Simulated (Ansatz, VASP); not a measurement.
One calculation of Hf, two programs

```
Hf
1.0
    -1.76482    1.76482    1.76482
     1.76482   -1.76482    1.76482
     1.76482    1.76482   -1.76482
Hf
1
Direct
  0.00000 0.00000 0.00000
```

Alike in both runs: task single point; functional BLYP; k mesh 14 × 14 × 14; occupations fermi-dirac, width 0.1 eV; no spin polarisation.

|  | VASP | Ansatz |
| --- | --- | --- |
| version | VASP 6.6.1 | Ansatz 0.2.0 |
| potentials or method | VASP PAW PBE potentials, release 64 (Hf_pv), cutoff 520 eV | plane waves (420 eV) with PAW, scalar-relativistic |
| valence electrons in the cell | 10 | 26 |

```csv
,VASP,Ansatz,Ansatz less VASP
pressure (GPa),4.4,4.3,-0.09
```

VASP's potentials were made for PBE, not for BLYP. The functional is the same, so the differences come from potentials, cutoffs and numerics. VASP's potentials hold 10 valence electrons a cell and Ansatz's 26, so a difference there can come from the potentials and not from the codes.

Neither program's run includes spin-orbit coupling.
